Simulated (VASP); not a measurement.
Here is a VASP 6.6.1 calculation.

The input POSCAR:

```
Be2H3O
1.0
    2.6015563940      0.0000000000      0.0000000000
   -1.3007781970      2.2530139265      0.0000000000
    0.0000000000      0.0000000000     20.8854203349
Be H O
4 6 2
Direct
    0.6666666667      0.3333333333      0.8293731835
    0.0000000000      0.0000000000      0.6194692413
    0.3333333333      0.6666666667      0.1706268165
    0.0000000000      0.0000000000      0.3805307587
    0.0000000000      0.0000000000      0.0178219833
    0.0000000000      0.0000000000      0.9821780167
    0.6666666667      0.3333333333      0.6579218805
    0.3333333333      0.6666666667      0.5810032169
    0.3333333333      0.6666666667      0.3420781195
    0.6666666667      0.3333333333      0.4189967831
    0.3333333333      0.6666666667      0.8293702179
    0.6666666667      0.3333333333      0.1706297821
```

File INCAR.step1:

```
PREC = Accurate
ENCUT = 660
ISMEAR = 0
SIGMA = 0.02
LREAL = False
LASPH = True
NELM = 120
NBANDS = 25
GGA = PE
ALGO = Normal
EDIFF = 1E-5
LWAVE = True
LCHARG = False
GGA_COMPAT = False
```

INCAR.step2

```
PREC = Accurate
ENCUT = 660
EDIFF = 1E-6
ISMEAR = 0
SIGMA = 0.02
LREAL = False
LASPH = True
NELM = 120
ALGO = Normal
ISIF = 2
LWAVE = False
LCHARG = True
METAGGA = R2SCAN
LMIXTAU = True
LELF = True
LVHAR = True
NBANDS = 25
ISTART = 1
GGA_COMPAT = False
```

The input KPOINTS:

```
Automatic mesh
0
Gamma
  12 12 2
```

Potentials or basis: VASP PAW PBE potentials, release 64 (Be, H, O).

Launch:

```bash
$ cat potpaw_PBE.64/Be/POTCAR potpaw_PBE.64/H/POTCAR potpaw_PBE.64/O/POTCAR > POTCAR
$ cp INCAR.step1 INCAR
$ mpirun -np 1 vasp_std > vasp.out
$ cp INCAR.step2 INCAR
$ mpirun -np 1 vasp_std > vasp.out
```

Task: What does it give for the largest force?

Result: 0.262 eV/Å.

Task: What does it give for the band gap on the k mesh?

Result: 4.79 eV (least direct gap 4.98 eV).

Forces on the atoms (eV/Å):
```
Be   0.000  0.000 -0.002
Be   0.000  0.000  0.004
Be   0.000  0.000  0.002
Be   0.000  0.000 -0.004
H    0.000  0.000 -0.262
H    0.000  0.000  0.262
H    0.000  0.000 -0.035
H    0.000  0.000  0.040
H    0.000  0.000  0.035
H    0.000  0.000 -0.040
O    0.000  0.000  0.000
O    0.000  0.000  0.000
```

Caveat: the PAW data sets were made with another functional, which shifts forces and pressure a little. A k mesh can miss the band edges.
